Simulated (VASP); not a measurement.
# ZnS (P6_3mc) in VASP: further runs

The runs below take ZnS through single point, with PBE.

Everything below comes from runs of VASP 6.6.1. Logs are shortened: lines on timing, memory, paths and dates and some standing lists are left out, and cuts for length are marked.

## 1. The cell of the first run

The structure is hexagonal, space group P6_3mc (No. 186). Conventional cell: a = 3.882 Å, b = 3.882 Å, c = 6.176 Å, α = 90.00°, β = 90.00°, γ = 120.00°. Within 3.1 Å of Zn (site symmetry 3m) lie 4 S at 2.34 to 2.36 Å. S (site symmetry 3m) has 4 Zn at 2.34 to 2.36 Å within 3.1 Å.

## 2. Single point, PBE (epitaxial xy strain +2.0%)

INCAR reads:

```
SYSTEM = ZnS
  ALGO = Normal
  EDIFF = 1E-7
  ENCUT = 520
  GGA = PE
  ISIF = 2
  ISMEAR = -1
  LASPH = .True.
  LCHARG = .False.
  LREAL = .False.
  LWAVE = .False.
  NBANDS = 26
  NELM = 60
  PREC = Accurate
  SIGMA = 0.02
```

KPOINTS reads:

```
k-points
0
Gamma
  12 12 4
  0 0 0
```

POSCAR reads:

```
ZnS
1.0
    3.8815598738      0.0000000000      0.0000000000
   -1.9407799369      3.3615294570      0.0000000000
    0.0000000000      0.0000000000      6.1760189214
Zn S
2 2
Direct
    0.3333333333      0.6666666667     -0.0023183829
    0.6666666667      0.3333333333      0.4976816171
    0.3333333333      0.6666666667      0.3773183829
    0.6666666667      0.3333333333      0.8773183829
```

Potentials or basis: VASP PAW PBE potentials, release 64 (Zn, S).

Launch:

```
cat potpaw_PBE.64/Zn/POTCAR potpaw_PBE.64/S/POTCAR > POTCAR
mpirun -np 1 vasp_std > vasp.out
```

OUTCAR:

```text
SYSTEM = ZnS
   EDIFF = 1E-7
   ENCUT = 520
   GGA = PE
   ISIF = 2
   ISMEAR = -1
   LASPH = .True.
   LREAL = .False.
   NELM = 60
   PREC = Accurate

 ion  position               nearest neighbor table
   1  0.333  0.667  0.998-   3 2.34   4 2.36   4 2.36   4 2.36
   2  0.667  0.333  0.498-   4 2.34   3 2.36   3 2.36   3 2.36
   3  0.333  0.667  0.377-   1 2.34   2 2.36   2 2.36   2 2.36
   4  0.667  0.333  0.877-   2 2.34   1 2.36   1 2.36   1 2.36

  LATTYP: Found a hexagonal cell.
 ALAT       =     3.8815598738
 C/A-ratio  =     1.5911177780

  Lattice vectors:

 A1 = (   3.8815598738,   0.0000000000,   0.0000000000)
 A2 = (  -1.9407799369,   3.3615294570,   0.0000000000)
 A3 = (   0.0000000000,   0.0000000000,   6.1760189214)

Analysis of symmetry for initial positions (statically):
=====================================================================
 Subroutine PRICEL returns:
 Original cell was already a primitive cell.

 Routine SETGRP: Setting up the symmetry group for a
 hexagonal supercell.

 Subroutine GETGRP returns: Found 12 space group operations
 (whereof  6 operations were pure point group operations)
 out of a pool of 24 trial point group operations.

The static configuration has the point symmetry C_3v.
 The point group associated with its full space group is C_6v.

Analysis of symmetry for dynamics (positions and initial velocities):
=====================================================================
 Subroutine PRICEL returns:
 Original cell was already a primitive cell.

 Routine SETGRP: Setting up the symmetry group for a
 hexagonal supercell.

 Subroutine GETGRP returns: Found 12 space group operations
 (whereof  6 operations were pure point group operations)
 out of a pool of 24 trial point group operations.

The dynamic configuration has the point symmetry C_3v.
 The point group associated with its full space group is C_6v.

 Subroutine INISYM returns: Found 12 space group operations
 (whereof  6 operations are pure point group operations),
 and found     1 'primitive' translations

----------------------------------------------------------------------------------------

                                     Primitive cell

  volume of cell :      80.5846

  direct lattice vectors                    reciprocal lattice vectors
     3.881559874  0.000000000  0.000000000     0.257628385  0.148741817  0.000000000
    -1.940779937  3.361529457  0.000000000     0.000000000  0.297483634  0.000000000
     0.000000000  0.000000000  6.176018921     0.000000000  0.000000000  0.161916602

  length of vectors
     3.881559874  3.881559874  6.176018921     0.297483634  0.297483634  0.161916602

  position of ions in fractional coordinates (direct lattice)
     0.333333333  0.666666667  0.997681617
     0.666666667  0.333333333  0.497681617
     0.333333333  0.666666667  0.377318383
     0.666666667  0.333333333  0.877318383

  ion indices of the primitive-cell ions
   primitive index   ion index
                 1           1
                 2           2
                 3           3
                 4           4

----------------------------------------------------------------------------------------

 KPOINTS: k-points

Automatic generation of k-mesh.
 Grid dimensions read from file:
 generate k-points for:   12   12    4

 Generating k-lattice:

  Cartesian coordinates                     Fractional coordinates (reciprocal lattice)
     0.021469032  0.012395151  0.000000000     0.083333333  0.000000000  0.000000000
     0.000000000  0.024790303  0.000000000     0.000000000  0.083333333  0.000000000
     0.000000000  0.000000000  0.040479151     0.000000000  0.000000000  0.250000000

  Length of vectors
     0.024790303  0.024790303  0.040479151

  Shift w.r.t. Gamma in fractional coordinates (k-lattice)
     0.000000000  0.000000000  0.000000000

 Subroutine IBZKPT returns following result:
 ===========================================

 Found     57 irreducible k-points:

 Following reciprocal coordinates:
            Coordinates               Weight
  0.000000  0.000000  0.000000      1.000000
  0.083333  0.000000  0.000000      6.000000
  0.166667 -0.000000  0.000000      6.000000
  0.250000  0.000000  0.000000      6.000000
  0.333333  0.000000  0.000000      6.000000
  0.416667 -0.000000  0.000000      6.000000
[... 16 lines left out ...]
  0.250000  0.000000  0.250000     12.000000
  0.333333  0.000000  0.250000     12.000000
 [... further k-points ...]
   k-points           NKPTS =     57   k-points in BZ     NKDIM =     57   number of bands    NBANDS=     26
   number of dos      NEDOS =    301   number of ions     NIONS =      4
   total plane-waves  NPLWV =  43200
   dimension x,y,z NGX =    30 NGY =   30 NGZ =   48
   dimension x,y,z NGXF=    60 NGYF=   60 NGZF=   96
   ions per type =               2   2
   NGX,Y,Z   is equivalent  to a cutoff of  12.85, 12.85, 12.92 a.u.
   NGXF,Y,Z  is equivalent  to a cutoff of  25.70, 25.70, 25.84 a.u.
 SYSTEM =  ZnS
   PREC   = accura    normal or accurate (medium, high low for compatibility)
   ISTART =      0    job   : 0-new  1-cont  2-samecut
   ICHARG =      2    charge: 1-file 2-atom 10-const
   ISPIN  =      1    spin polarized calculation?
   LNONCOLLINEAR =      F non collinear calculations
   LSORBIT =      F    spin-orbit coupling
   LASPH  =      T    aspherical Exc in radial PAW
   ENCUT  =  520.0 eV  38.22 Ry    6.18 a.u.   7.22  7.22 11.48*2*pi/ulx,y,z
   NELM   =     60;   NELMIN=  2; NELMDL= -5     # of ELM steps
   EDIFF  = 0.1E-06   stopping-criterion for ELM
   LREAL  =      F    real-space projection
   EDIFFG = 0.1E-05   stopping-criterion for IOM
   NSW    =      0    number of steps for IOM
   IBRION =     -1    ionic relax: 0-MD 1-quasi-New 2-CG
   NFREE  =      0    steps in history (QN), initial steepest desc. (CG)
   ISIF   =      2    stress and relaxation
   ISYM   =      2    0-nonsym 1-usesym 2-fastsym
   POTIM  = 0.5000    time-step for ionic-motion
   TEBEG  =    0.0;   TEEND  =   0.0 temperature during run
   PSTRESS=    0.0 pullay stress
   NELECT =      36.0000    total number of electrons
   NUPDOWN=      -1.0000    fix difference up-down
   EMIN   =  10.00;   EMAX   =-10.00  energy-range for DOS
   EFERMI =   0.00;   METHOD = LEGACY
   ISMEAR =    -1;   SIGMA  =   0.02  broadening in eV -4-tet -1-fermi 0-gaus
   EFERMI_NEDOS =   21; number of points for ismear=-14 and -15
   IALGO  =     38    algorithm
   IMIX   =      4    mixing-type and parameters
     AMIX     =   0.40;   BMIX     =  1.00
     AMIX_MAG =   1.60;   BMIX_MAG =  1.00
  volume/ion in A,a.u.               =      20.15       135.95
  Fermi-wavevector in a.u.,A,eV,Ry     =   1.251483  2.364960 21.309586  1.566210
  Thomas-Fermi vector in A             =   2.385429
   LORBIT       =      0    0 simple, 1 ext, 2 COOP (PROOUT), +10 PAW based schemes
   GGA     = PE    functional components
   LHFCALC =     F    Hartree Fock is set to
   AEXX    =    0.0000 exact exchange contribution
   IVDW    =     0    specifies the selected vdW correction
   LEPSILON=     F    determine dielectric tensor
   LRPA    =     F    only Hartree local field effects (RPA)
 non-spin polarized calculation
  energy-cutoff  :      520.00
  volume of cell :       80.58
 maximum number of plane-waves:      2189
 NGX is ok and might be reduce to    30
   NGX = 15   NGY = 15   NGZ = 23

 number of electron      35.9999994 magnetization

 Free energy of the ion-electron system (eV)
  ---------------------------------------------------
  ext. energy  EPLUGINS =         0.00000000
  ---------------------------------------------------
  free energy    TOTEN  =       -13.67921411 eV

  energy without entropy =      -13.67921411  energy(sigma->0) =      -13.67921411

 E-fermi :   2.3558     XC(G=0):  -9.5229

 val. band max:        1.9407804274   @ k =   0.0000   0.0000   0.0000
 cond. band min:       4.0405570466   @ k =   0.0000   0.0000   0.0000
 fundamental gap:      2.0997766192
 Fermi energy:         2.3557713708

 k-point     1 :       0.0000    0.0000    0.0000
  band No.  band energies     occupation
      1     -11.0899      2.00000
      2     -10.1402      2.00000
      3      -4.3194      2.00000
      4      -4.3193      2.00000
      5      -4.3161      2.00000
      6      -4.2423      2.00000
[... 18 lines left out ...]
     25       9.5362      0.00000
     26      11.2748      0.00000

 k-point     2 :       0.0833    0.0000    0.0000
  band No.  band energies     occupation
      1     -11.0459      2.00000
      2     -10.1174      2.00000
      3      -4.3266      2.00000
      4      -4.3100      2.00000
      5      -4.3023      2.00000
      6      -4.2374      2.00000
[... 18 lines left out ...]
     25       9.7428      0.00000
     26      10.9487      0.00000

 k-point     3 :       0.1667   -0.0000    0.0000
  band No.  band energies     occupation
      1     -10.9196      2.00000
      2     -10.0565      2.00000
      3      -4.3312      2.00000
      4      -4.2857      2.00000
      5      -4.2793      2.00000
      6      -4.2176      2.00000
[... 18 lines left out ...]
     25      10.2299      0.00000
     26      10.3154      0.00000

 k-point     4 :       0.2500    0.0000    0.0000
  band No.  band energies     occupation
      1     -10.7300      2.00000
      2      -9.9785      2.00000
      3      -4.3276      2.00000
      4      -4.2561      2.00000
      5      -4.2530      2.00000
      6      -4.1728      2.00000
[... 18 lines left out ...]
     25      10.3143      0.00000
     26      10.9577      0.00000
[... 496 lines left out ...]
      1     -10.8072      2.00000
      2     -10.1989      2.00000
      3      -4.3388      2.00000
      4      -4.2806      2.00000
      5      -4.2759      2.00000
      6      -4.2360      2.00000
[... 18 lines left out ...]
     25       9.9229      0.00000
     26      10.3634      0.00000

 k-point    23 :       0.2500    0.0000    0.2500
  band No.  band energies     occupation
      1     -10.6288      2.00000
      2     -10.0979      2.00000
      3      -4.3374      2.00000
      4      -4.2663      2.00000
      5      -4.2422      2.00000
      6      -4.1878      2.00000
[... 18 lines left out ...]
     25      10.3819      0.00000
     26      10.7130      0.00000

 k-point    24 :       0.3333    0.0000    0.2500
  band No.  band energies     occupation
      1     -10.4263      2.00000
      2     -10.0041      2.00000
      3      -4.3284      2.00000
      4      -4.2439      2.00000
      5      -4.2128      2.00000
      6      -4.1141      2.00000
[... 18 lines left out ...]
     25      10.6651      0.00000
     26      11.5901      0.00000

 [... further k-points ...]

------------------------ aborting loop because EDIFF is reached ----------------------------------------

  FORCE on cell =-STRESS in cart. coord.  units (eV):
  Direction    XX          YY          ZZ          XY          YZ          ZX
  --------------------------------------------------------------------------------------
  -------------------------------------------------------------------------------------
  Total       -0.3159589     -0.3159589      1.1245876      0.0000000     -0.0000000      0.0000000
  in kB       -6.2818758     -6.2818758     22.3589829      0.0000000     -0.0000000      0.0000000
  external PRESSURE =       3.2650771 kB  Pullay stress =       0.0000000 kB

 VOLUME and BASIS-vectors are now :
 -----------------------------------------------------------------------------
  energy-cutoff  :      520.00
  volume of cell :       80.58
      direct lattice vectors                 reciprocal lattice vectors
     3.881559874  0.000000000  0.000000000     0.257628385  0.148741817  0.000000000
    -1.940779937  3.361529457  0.000000000     0.000000000  0.297483634  0.000000000
     0.000000000  0.000000000  6.176018921     0.000000000  0.000000000  0.161916602

 POSITION                                       TOTAL-FORCE (eV/Angst)
 -----------------------------------------------------------------------------------
     -0.00000      2.24102      6.16170        -0.000000      0.000000     -0.011100
      1.94078      1.12051      3.07369         0.000000     -0.000000     -0.011100
     -0.00000      2.24102      2.33033         0.000000     -0.000000      0.011100
      1.94078      1.12051      5.41833         0.000000      0.000000      0.011100
 -----------------------------------------------------------------------------------
    total drift:                               -0.000001     -0.000001     -0.002562

  FREE ENERGIE OF THE ION-ELECTRON SYSTEM (eV)
  ---------------------------------------------------
  free  energy   TOTEN  =       -13.6792141109 eV

  energy  without entropy=      -13.6792141109  energy(sigma->0) =      -13.67921411
```

It took 3.4 min on 1 thread of AMD EPYC 7R13, shared host; peak memory 0.22 GiB.

What came out:

```yaml
Free_energy: -13.6792 eV
Pressure: 0.3 GPa
Largest_force: 0.011 eV/Å
Band_gap_on_the_k_mesh: 2.10 eV
```

Forces in eV/Å, atoms in the order of the input:
```
Zn   0.000  0.000 -0.011
Zn   0.000  0.000 -0.011
S    0.000  0.000  0.011
S    0.000  0.000  0.011
```

Levels at points of the mesh, in eV from the valence-band top:
| k point | band 16 | band 17 | band 18 | band 19 | band 20 | band 21 |
| --- | --- | --- | --- | --- | --- | --- |
| (0.00, 0.00, 0.00) | -0.05 | -0.05 | 0.00 | 2.10 | 2.78 | 6.18 |
| (0.50, 0.00, 0.00) | -2.26 | -1.58 | -0.88 | 3.52 | 4.22 | 5.28 |
| (0.00, 0.00, 0.50) | -0.53 | -0.53 | -0.53 | 3.34 | 3.34 | 6.63 |
| (0.50, 0.00, 0.50) | -1.62 | -1.47 | -1.47 | 3.59 | 3.59 | 5.25 |

Caveat: the cell differs from its parent crystal (epitaxial xy strain +2.0%).

## 3. Single point, PBE (epitaxial xy strain +3.0%)

INCAR reads:

```
SYSTEM = ZnS
PREC = Accurate ; ENCUT = 520
EDIFF = 1E-6 ; ISMEAR = -1
SIGMA = 0.02 ; LREAL = .FALSE.
LASPH = .TRUE. ; NELM = 100
ALGO = Normal ; ISIF = 2
LWAVE = .FALSE. ; LCHARG = .FALSE.
GGA = PE ; NBANDS = 26
```

KPOINTS reads:

```
regular mesh
0
G
  12 12 4
  0 0 0
```

POSCAR reads:

```
ZnS
1.0
    3.9196143824      0.0000000000      0.0000000000
   -1.9598071912      3.3944856282      0.0000000000
    0.0000000000      0.0000000000      6.1383776671
Zn S
2 2
Direct
    0.3333333333      0.6666666667     -0.0036575881
    0.6666666667      0.3333333333      0.4963424119
    0.3333333333      0.6666666667      0.3786575881
    0.6666666667      0.3333333333      0.8786575881
```

Potentials or basis: VASP PAW PBE potentials, release 64 (Zn, S).

Launch:

```
cat potpaw_PBE.64/Zn/POTCAR potpaw_PBE.64/S/POTCAR > POTCAR
mpirun -np 1 vasp_std > vasp.out
```

Run time: 3.4 min. Hardware: 1 thread of AMD EPYC 7R13, shared host; peak memory 0.22 GiB.

Results (log left out):

```
Free energy            : -13.6601 eV
Pressure               : -0.6 GPa
Largest force          : 0.014 eV/Å
Band gap on the k mesh : 2.00 eV
```

Forces in eV/Å, atoms in the order of the input:
```
Zn   0.000  0.000 -0.014
Zn   0.000  0.000 -0.014
S    0.000  0.000  0.014
S    0.000  0.000  0.014
```

Stress tensor (GPa, compression positive):
```
-1.96  0.00  0.00
 0.00 -1.96  0.00
 0.00  0.00  2.23
```

Levels at points of the mesh, in eV from the valence-band top:
```tsv
k point	band 14	band 15	band 16	band 17	band 18	band 19	band 20	band 21	band 22	band 23
(0.00, 0.00, 0.00)	-1.04	-1.04	-0.11	-0.11	0.00	2.00	2.59	6.09	6.09	7.04
(0.50, 0.00, 0.00)	-3.97	-3.10	-2.29	-1.56	-0.91	3.41	4.16	5.33	6.90	7.54
(0.00, 0.00, 0.50)	-2.66	-0.59	-0.59	-0.59	-0.59	3.21	3.21	6.53	6.53	6.53
(0.50, 0.00, 0.50)	-4.74	-1.65	-1.65	-1.41	-1.41	3.58	3.58	5.24	5.24	8.78
```

Caveat: the cell differs from its parent crystal (epitaxial xy strain +3.0%).

[end of part 1 of 2]
